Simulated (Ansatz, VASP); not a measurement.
**Two plane-wave programs on Na2S**

```
CELL_PARAMETERS angstrom
0.00000 3.28401 3.28401
3.28401 0.00000 3.28401
3.28401 3.28401 0.00000
ATOMIC_POSITIONS crystal
Na 0.25000 0.25000 0.25000
Na 0.75000 0.75000 0.75000
S 0.00000 0.00000 0.00000
```

Alike in both runs: task single point; functional PBE; k mesh 6 × 6 × 6; no spin polarisation.

|  | VASP | Ansatz |
| --- | --- | --- |
| version | VASP 6.6.1 | Ansatz 0.2.0 |
| potentials or method | VASP PAW PBE potentials, release 64 (Na_pv, S) | plane waves, PAW |
| plane-wave cutoff (eV) | 500 | 420 |
| occupations | gaussian, width 0.01 eV | fixed |
| valence electrons in the cell | 20 | 24 |

```tsv
	VASP	Ansatz	Ansatz less VASP
gap on the k mesh at the Fermi level (eV)	2.45	2.45	+0.002
pressure (GPa)	0.0	0.0	0.00
```

VASP's potentials hold 20 valence electrons a cell and Ansatz's 24, so a difference there can come from the potentials and not from the codes.
